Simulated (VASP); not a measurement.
Ti: single point with r2SCAN

Ti:

```
Ti
1.0
    -1.62671    1.62671    1.62671
     1.62671   -1.62671    1.62671
     1.62671    1.62671   -1.62671
Ti
1
Cartesian
  0.0000 0.0000 0.0000
```

| Item | Value |
| --- | --- |
| Program | VASP 6.6.1 |
| Task | single point |
| Functional | r2SCAN |
| Potentials or basis | VASP PAW PBE potentials, release 64 (Ti_sv) |
| Cutoff | 520 eV |
| k mesh | 11 × 11 × 11 |
| Occupations | fermi-dirac, width 0.05 eV |
| Spin | no spin polarisation |

The pressure is 0.3 GPa and the band gap on the k mesh is zero (band 6 reaches 9.36 eV, above the bottom of band 7 at 7.59 eV).

Levels at points of the mesh, in eV from the Fermi level:
| k point | band 3 | band 4 | band 5 | band 6 | band 7 | band 8 | band 9 | band 10 |
| --- | --- | --- | --- | --- | --- | --- | --- | --- |
| (0.00, 0.00, 0.00) | -33.68 | -33.68 | -6.36 | 1.15 | 1.15 | 1.15 | 2.95 | 2.95 |

Wall time 17 s on 1 thread of Intel(R) Xeon(R) 6975P-C (Granite Rapids) (shared host), peak memory 0.14 GiB.

Caveat: the PAW data sets were made with another functional, which shifts forces and pressure a little.
